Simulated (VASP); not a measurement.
# Mg16O16F (a cell with a defect) in VASP: notebook, part 2 of 2

VASP 6.6.1.

## (3) Single point, PBE, collinear spin

The input, INCAR:

```
SYSTEM = Mg16O16F
  ALGO = Normal
  EDIFF = 1E-7
  ENCUT = 520
  GGA = PE
  ISIF = 2
  ISMEAR = -1
  ISPIN = 2
  LASPH = .TRUE.
  LCHARG = .FALSE.
  LORBIT = 11
  LREAL = Auto
  LUSENCCL = .FALSE.
  LWAVE = .FALSE.
  MAGMOM = 0 0 0 0 0 0 0 0 0 0 0 0 0 0 0 0 0 0 0 0 0 0.04 0.01 0 0 0.01 0.64 0.04 0 0 0.04 0.01 0.17
  NBANDS = 94
  NELM = 150
  NUPDOWN = 1.0
  PREC = Accurate
  SIGMA = 0.01
```

The input, KPOINTS:

```
Automatic mesh
0
Gamma
  2 2 2
  0.5 0.5 0.5
```

The input, POSCAR:

```
Mg16O16F
1.0
   -4.2543812300      4.2543812300      4.2543812300
    4.2543812300     -4.2543812300      4.2543812300
    4.2543812300      4.2543812300     -4.2543812300
Mg O F
16 16 1
Direct
    0.0040980700      0.0046521000      0.0067040300
    0.0019817200      0.2531270700      0.7553325900
    0.0025293500      0.5038622400      0.5059255200
    0.0046352500      0.7544440000      0.2566505200
    0.2525589700      0.0025245400      0.7553268400
    0.2340891000      0.2346418400      0.5014283900
    0.2380974100      0.5038653200      0.2405020000
    0.2527170600      0.7545962900      0.0060700900
    0.5033080500      0.0030730000      0.5059134000
    0.5033057300      0.2386246200      0.2404880400
    0.5032973800      0.5038578400      0.0046410600
    0.5033121300      0.7730718300      0.7706539800
    0.7538927900      0.0051897400      0.2566608700
    0.7540586800      0.2532766400      0.0060708900
    0.7725167700      0.5038647100      0.7706475800
    0.7685383300      0.7690979500      0.5057237700
    0.0033310100      0.0038861500      0.5066402900
    0.0071466000      0.2563010500      0.2588645000
    0.0032760000      0.5038623300      0.0066178100
   -0.0005300800      0.7524642700      0.7550267000
    0.2557429700      0.0077007600      0.2588633400
    0.2410406300      0.2415888000     -0.0139912000
    0.2361318900      0.5038612700      0.7616102900
    0.2547064000      0.7514219500      0.5064252900
    0.5033071100      0.0038291300      0.0066139700
    0.5033057200      0.2366840900      0.7616047200
    0.5033255000      0.5038625200      0.3928380300
    0.5033102800      0.7661375900      0.2482872100
    0.7519067400      0.0000255400      0.7550255400
    0.7508667800      0.2552610500      0.5064258300
    0.7655644700      0.5038585000      0.2482628700
    0.7704774800      0.7710332300      0.0287749000
    0.5032977200      0.5038523800      0.6517328700
```

Potentials or basis: VASP PAW PBE potentials, release 64 (Mg, O, F).

Started as:

```bash
> cat potpaw_PBE.64/Mg/POTCAR potpaw_PBE.64/O/POTCAR potpaw_PBE.64/F/POTCAR > POTCAR
> mpirun -np 1 vasp_std > vasp.out
```

OUTCAR:

```text
SYSTEM = Mg16O16F
   EDIFF = 1E-7
   ENCUT = 520
   GGA = PE
   ISIF = 2
   ISMEAR = -1
   ISPIN = 2
   LASPH = .TRUE.
   LORBIT = 11
   LREAL = Auto
   NELM = 150
   NUPDOWN = 1.0
   PREC = Accurate

 ion  position               nearest neighbor table
   1  0.004  0.005  0.007-  32 2.09  22 2.11  20 2.12  29 2.12  21 2.13  18 2.13   6 2.98  14 3.00
                             8 3.00  10 3.01   7 3.01   5 3.01   2 3.01   4 3.01  13 3.01  12 3.02
   2  0.002  0.253  0.755-  23 2.04  22 2.05  17 2.12  19 2.13  30 2.14  29 2.14  15 2.89  16 2.91
                             7 2.92   6 2.93  14 3.00   9 3.00  13 3.00   1 3.01   3 3.01   5 3.02
   3  0.003  0.504  0.506-  23 2.09  31 2.11  24 2.12  18 2.12  20 2.13  30 2.13  15 2.98   5 3.00
                            13 3.00  10 3.01  16 3.01  14 3.01   4 3.01   2 3.01   8 3.01   6 3.02
   4  0.005  0.754  0.257-  32 2.04  31 2.05  19 2.12  17 2.13  21 2.14  24 2.14   6 2.89   7 2.91
                            16 2.92  15 2.93   8 3.00   9 3.00   5 3.00   3 3.01   1 3.01  14 3.02
   5  0.253  0.003  0.755-  26 2.04  22 2.05  17 2.12  25 2.13  24 2.14  20 2.14  12 2.89  16 2.91
                            10 2.92   6 2.93   3 3.00   8 3.00   4 3.00   1 3.01   9 3.01   2 3.02
   6  0.234  0.235  0.501-  33 1.88  17 1.99  21 2.10  18 2.10  26 2.24  23 2.24  13 2.89   4 2.89
                             2 2.93   5 2.93   1 2.98   3 3.02   9 3.02  11 3.03   7 3.19  10 3.19
   7  0.238  0.504  0.241-  27 1.90  19 1.99  24 2.12  18 2.12  28 2.21  22 2.21  14 2.91   4 2.91
                             8 2.92   2 2.92   9 3.01   1 3.01   3 3.02  11 3.02   6 3.19  12 3.19
   8  0.253  0.755  0.006-  23 2.04  28 2.05  25 2.12  19 2.13  20 2.14  21 2.14  15 2.89  10 2.91
                             7 2.92  12 2.93   4 3.00   5 3.00   1 3.00   9 3.01   3 3.01  13 3.02
   9  0.503  0.003  0.506-  26 2.09  28 2.11  30 2.12  21 2.12  29 2.13  24 2.13  12 2.98   4 3.00
[... 10 lines left out ...]
                            10 2.92  15 2.93   1 3.00   2 3.00  13 3.00   3 3.01   9 3.01   4 3.02
  15  0.773  0.504  0.771-  33 1.88  19 1.99  20 2.10  30 2.10  32 2.24  26 2.24   8 2.89   2 2.89
                             4 2.93  14 2.93   3 2.98   1 3.02   9 3.02  11 3.03  16 3.19  10 3.19
  16  0.769  0.769  0.506-  27 1.90  17 1.99  29 2.12  20 2.12  28 2.21  31 2.21   5 2.91   2 2.91
                            13 2.92   4 2.92   9 3.01   3 3.01   1 3.02  11 3.02  12 3.19  15 3.19
  17  0.003  0.004  0.507-   6 1.99  16 1.99   5 2.12   2 2.12  13 2.13   4 2.13
  18  0.007  0.256  0.259-   6 2.10   7 2.12   3 2.12   1 2.13  13 2.14  14 2.14
  19  0.003  0.504  0.007-  15 1.99   7 1.99   4 2.12  14 2.12   8 2.13   2 2.13
  20  0.999  0.752  0.755-  15 2.10  16 2.12   1 2.12   3 2.13   8 2.14   5 2.14
  21  0.256  0.008  0.259-   6 2.10  10 2.12   9 2.12   1 2.13   4 2.14   8 2.14
  22  0.241  0.242  0.986-   5 2.05   2 2.05   1 2.11  11 2.16  10 2.21   7 2.21
  23  0.236  0.504  0.762-   2 2.04   8 2.04   3 2.09  11 2.18  12 2.24   6 2.24
  24  0.255  0.751  0.506-  12 2.10   7 2.12   3 2.12   9 2.13   5 2.14   4 2.14
  25  0.503  0.004  0.007-  12 1.99  10 1.99  13 2.12   8 2.12   5 2.13  14 2.13
  26  0.503  0.237  0.762-  14 2.04   5 2.04   9 2.09  11 2.18  15 2.24   6 2.24
  27  0.503  0.504  0.393-  16 1.90  10 1.90   7 1.90  33 1.91
  28  0.503  0.766  0.248-  13 2.05   8 2.05   9 2.11  11 2.16   7 2.21  16 2.21
  29  0.752  0.000  0.755-  12 2.10  16 2.12   1 2.12   9 2.13  14 2.14   2 2.14
  30  0.751  0.255  0.506-  15 2.10  10 2.12   9 2.12   3 2.13   2 2.14  13 2.14
  31  0.766  0.504  0.248-  14 2.05   4 2.05   3 2.11  11 2.16  10 2.21  16 2.21
  32  0.770  0.771  0.029-   4 2.04  13 2.04   1 2.09  11 2.18  12 2.24  15 2.24
  33  0.503  0.504  0.652-   6 1.88  15 1.88  12 1.88  27 1.91  11 2.60

  LATTYP: Found a body centered cubic cell.
 ALAT       =     8.5087624600

  Lattice vectors:

 A1 = (  -4.2543812300,   4.2543812300,   4.2543812300)
 A2 = (   4.2543812300,  -4.2543812300,   4.2543812300)
 A3 = (   4.2543812300,   4.2543812300,  -4.2543812300)

Analysis of symmetry for initial positions (statically):
=====================================================================
 Subroutine PRICEL returns:
 Original cell was already a primitive cell.

 Routine SETGRP: Setting up the symmetry group for a
 body centered cubic supercell.

 Subroutine GETGRP returns: Found  1 space group operations
 (whereof  1 operations were pure point group operations)
[... 201 lines left out ...]
   LRPA    =     F    only Hartree local field effects (RPA)
 spin polarized calculation
  energy-cutoff  :      520.00
  volume of cell :      308.01
 maximum number of plane-waves:      8324
 NGX is ok and might be reduce to    54
   NGX = 27   NGY = 27   NGZ = 27

 number of electron     134.9999992 magnetization       1.0000006

 Free energy of the ion-electron system (eV)
  ---------------------------------------------------
  ext. energy  EPLUGINS =         0.00000000
  ---------------------------------------------------
  free energy    TOTEN  =      -190.28364810 eV

  energy without entropy =     -190.28364810  energy(sigma->0) =     -190.28364810

 E-fermi :   3.5423     XC(G=0): -11.0528

 val. band max:        3.4563229281   @ k =   0.2500   0.2500   0.2500
 cond. band min:       4.9216152758   @ k =   0.2500   0.2500  -0.2500
 fundamental gap:      1.4652923478
 Fermi energy:         3.8011719479

 spin component 1

 k-point     1 :       0.2500    0.2500    0.2500
  band No.  band energies     occupation
      1     -20.4565      1.00000
      2     -13.9584      1.00000
      3     -13.6251      1.00000
      4     -13.6250      1.00000
      5     -13.4719      1.00000
      6     -13.1018      1.00000
[... 317 lines left out ...]
     78      12.5915      0.00000
     79      12.9222      0.00000
 Fermi energy:         3.5423202503

 spin component 2

 k-point     1 :       0.2500    0.2500    0.2500
  band No.  band energies     occupation
      1     -20.1593      1.00000
      2     -13.6174      1.00000
      3     -13.6173      1.00000
      4     -13.6016      1.00000
      5     -13.2748      1.00000
      6     -12.9486      1.00000
[... 317 lines left out ...]
     78      12.6069      0.00000
     79      12.9255      0.00000
 [bands above 79 left out]

------------------------ aborting loop because EDIFF is reached ----------------------------------------

  FORCE on cell =-STRESS in cart. coord.  units (eV):
  Direction    XX          YY          ZZ          XY          YZ          ZX
  --------------------------------------------------------------------------------------
  -------------------------------------------------------------------------------------
  Total       15.2619438     15.2623964     15.2628678      2.2166246     -2.2020138     -2.1991138
  in kB       79.3873364     79.3896903     79.3921427     11.5301120    -11.4541117    -11.4390268
  external PRESSURE =      79.3897231 kB  Pullay stress =       0.0000000 kB

 VOLUME and BASIS-vectors are now :
 -----------------------------------------------------------------------------
  energy-cutoff  :      520.00
  volume of cell :      308.01
      direct lattice vectors                 reciprocal lattice vectors
    -4.254381230  4.254381230  4.254381230     0.000000000  0.117525904  0.117525904
     4.254381230 -4.254381230  4.254381230     0.117525904  0.000000000  0.117525904
     4.254381230  4.254381230 -4.254381230     0.117525904  0.117525904  0.000000000

 POSITION                                       TOTAL-FORCE (eV/Angst)
 -----------------------------------------------------------------------------------
      0.03088      0.02616      0.00871         0.000852      0.000628     -0.000710
      4.28194      2.14500     -2.12814        -0.003142      0.000337      0.002870
      4.28526      0.01954      0.00198         0.000280     -0.002187     -0.000780
      4.28186     -2.09808      2.13752        -0.002333     -0.003135     -0.002888
      2.14971      4.27719     -2.12823         0.000058     -0.003637      0.004004
      2.13562      2.13092     -0.13911         0.016241      0.016993      0.006460
[... 25 lines left out ...]
      0.12478      0.12006      6.43575        -0.012160     -0.012273      0.021350
      2.77508      2.77036      1.51208         0.004747      0.003401     -0.004077
 -----------------------------------------------------------------------------------
    total drift:                               -0.023300     -0.022659     -0.004951

  FREE ENERGIE OF THE ION-ELECTRON SYSTEM (eV)
  ---------------------------------------------------
  free  energy   TOTEN  =      -190.2836481003 eV

  energy  without entropy=     -190.2836481003  energy(sigma->0) =     -190.28364810

 total charge

# of ion       s       p       d       tot
------------------------------------------
    1        0.147   0.174   0.076   0.397
    2        0.151   0.182   0.081   0.415
    3        0.147   0.174   0.076   0.397
    4        0.151   0.182   0.081   0.415
    5        0.151   0.182   0.081   0.415
    6        0.150   0.182   0.084   0.416
[... 25 lines left out ...]
   32        1.544   3.551   0.000   5.095
   33        1.756   4.447   0.000   6.204
--------------------------------------------------
tot         28.902  64.084   1.295  94.281

 magnetization (x)

# of ion       s       p       d       tot
------------------------------------------
    1       -0.000  -0.000   0.000  -0.000
    2        0.000   0.000   0.000   0.000
    3       -0.000  -0.000   0.000  -0.000
    4        0.000   0.000   0.000   0.000
    5        0.000   0.000   0.000   0.000
    6       -0.000  -0.000  -0.000  -0.001
[... 25 lines left out ...]
   32        0.000   0.009   0.000   0.010
   33        0.005   0.150   0.000   0.154
--------------------------------------------------
tot          0.015   0.855   0.001   0.871
```

Wall time 2.2 min (1 × NVIDIA H100 80GB with 1 thread of AMD EPYC 7R13 (Zen 3), shared host); peak memory 1.5 GiB.

What came out:

```
Free energy                                           : -190.2836 eV
Pressure                                              : 7.9 GPa
Largest force                                         : 0.031 eV/Å
Net moment                                            : 1.00 μB per cell
Site moments                                          : Mg -0.00, +0.00 (each value once); O +0.00, +0.04, +0.01, +0.56 (each value once); F +0.15 μB
Valence electrons inside the program's atomic spheres : Mg 0.40, 0.41, 0.42, 0.44, 0.36 (each value once); O 5.12, 5.09, 5.04 (each value once); F 6.20
```

Forces on the atoms (eV/Å):
```
Mg   0.001  0.001 -0.001
Mg  -0.003  0.000  0.003
Mg   0.000 -0.002 -0.001
Mg  -0.002 -0.003 -0.003
Mg   0.000 -0.004  0.004
Mg   0.016  0.017  0.006
Mg  -0.007 -0.010  0.007
Mg  -0.004  0.001  0.003
Mg   0.000  0.001 -0.001
Mg  -0.007 -0.007  0.007
Mg  -0.002 -0.001  0.000
Mg  -0.008  0.017 -0.017
Mg  -0.004 -0.004 -0.002
Mg   0.000 -0.004  0.002
Mg   0.016 -0.007 -0.017
Mg  -0.008 -0.009  0.009
O    0.004  0.003 -0.010
O   -0.001 -0.015 -0.007
O    0.003  0.012 -0.002
O    0.001  0.005  0.014
O   -0.014  0.000 -0.007
O    0.011  0.011 -0.023
O   -0.011 -0.019  0.014
O    0.008 -0.011  0.002
O    0.012  0.003 -0.003
O   -0.019 -0.011  0.013
O   -0.002 -0.002  0.003
O    0.022  0.012 -0.014
O    0.006  0.001  0.015
O   -0.011  0.007  0.002
O    0.014  0.024 -0.013
O   -0.012 -0.012  0.021
F    0.005  0.003 -0.004
```

Caveat: the k points lie up to 0.52 Å⁻¹ apart; the total moment is fixed, so each spin has its own Fermi level and the state may be an excited one.
